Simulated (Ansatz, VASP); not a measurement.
## Two plane-wave programs on Yb

Contents of INCAR:

```
ALGO = Normal ; EDIFF = 1E-6
ENCUT = 520 ; GGA = CA
ISIF = 2 ; ISMEAR = -1
LASPH = True ; LCHARG = False
LREAL = False ; LWAVE = False
NBANDS = 18 ; NELM = 60
PREC = Accurate ; SIGMA = 0.6
```

The input KPOINTS:

```
k-points
0
Gamma
  11 11 11
```

POSCAR

```
Yb
1.0
    0.0000000000      2.4569516026      2.4569516026
    2.4569516026      0.0000000000      2.4569516026
    2.4569516026      2.4569516026      0.0000000000
Yb
1
Direct
    0.0000000000      0.0000000000      0.0000000000
```

Input for Ansatz:

```yaml
crystal:
  lattice:
    - [0.0, 2.4569516026, 2.4569516026]
    - [2.4569516026, 0.0, 2.4569516026]
    - [2.4569516026, 2.4569516026, 0.0]
  atoms:
    - { symbol: Yb, position: [0.0, 0.0, 0.0] }
hamiltonian:
  xc: lda
  pseudopotentials:
    kind: paw
    azcp:
      Yb: "pseudopotentials/Yb.paw.azcp"
basis:
  ecutwfc: 420
  fft_grid_basis: typed
kpoints:
  mp_grid: { grid: [11, 11, 11], shift: [0, 0, 0] }
magnetization:
  spin_polarized: false
scf:
  occupations: { method: fermi_dirac, width: 0.6 }
  lower_state_search: "off"
output:
  stress: true
```

Alike in both runs: task single point; functional LDA; k mesh 11 × 11 × 11; occupations fermi-dirac, width 0.6 eV; no spin polarisation.

```csv
,VASP,Ansatz
version,VASP 6.6.1,Ansatz 0.2.0
potentials or method,"VASP PAW PBE potentials, release 64 (Yb), cutoff 520 eV","plane waves (420 eV) with PAW, scalar-relativistic"
valence electrons in the cell,24,24
```

```tsv
	VASP	Ansatz	Ansatz less VASP
pressure (GPa)	1.2	1.3	+0.11
```

VASP's potentials were made for PBE, not for LDA, and Ansatz warns of the same on its side. LDA's correlation is that of Perdew and Zunger in VASP and of Perdew and Wang (1992) in Ansatz.

Neither program's run includes spin-orbit coupling.
